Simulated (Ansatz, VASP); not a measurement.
**Tl3HBr2: VASP beside Ansatz**

```
Tl H Br
1.0
     6.73889    0.00000    0.00000
    -3.36944    5.83605    0.00000
     0.00000    0.00000    4.20594
Tl H Br
3 1 2
Cartesian
  1.6847 2.9180 2.1030
  3.3694 0.0000 2.1030
  -1.6847 2.9180 2.1030
  0.0000 0.0000 0.0000
  3.3694 1.9453 0.0000
  0.0000 3.8907 0.0000
```

Change from the starting cell: species swapped into the ZrCo3B2 type (P6/mmm, No. 191).

Alike in both runs: task single point; functional PBE; k mesh 3 × 3 × 4; occupations gaussian, width 0.1 eV; no spin polarisation.

```csv
,VASP,Ansatz
version,VASP 6.6.1,Ansatz 0.2.0
potentials or method,"VASP PAW PBE potentials, release 64 (Tl_d, H, Br), cutoff 520 eV","scalar-relativistic, plane waves, PAW"
valence electrons in the cell,54,54
```

```tsv
	VASP	Ansatz	Ansatz less VASP
gap on the k mesh at the Fermi level (eV)	none	none	-
pressure (GPa)	14.4	14.4	+0.04
traceless stress, the component that is largest in VASP (GPa)	7.40	7.41	+0.010
```

A gap of «none» marks a metal or a gap that the smearing closes.

The k mesh is coarse, so the values compare programs but aren't converged. Spin-orbit coupling is off throughout.
